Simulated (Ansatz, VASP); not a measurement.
SnSe: VASP beside Ansatz

```xyz
2
Lattice="0.0000 3.0594 3.0594 3.0594 0.0000 3.0594 3.0594 3.0594 0.0000" Properties=species:S:1:pos:R:3 pbc="T T T"
Sn    0.0000    0.0000    0.0000
Se    3.0594    3.0594    3.0594
```

Change from the starting cell: volume scaled by 1.05.

Alike in both runs: task single point; functional PBE; k mesh 7 × 7 × 7; occupations fermi-dirac, width 0.01 eV; no spin polarisation.

```csv
,VASP,Ansatz
version,VASP 6.6.1,Ansatz 0.2.0
potentials or method,"VASP PAW PBE potentials, release 64 (Sn_d, Se), cutoff 500 eV","all-electron LAPW, scalar-relativistic"
```

```csv
,VASP,Ansatz,Ansatz less VASP
pressure (GPa),-1.4,-1.4,+0.01
```

Ansatz ran all-electron here, and VASP with PAW potentials.
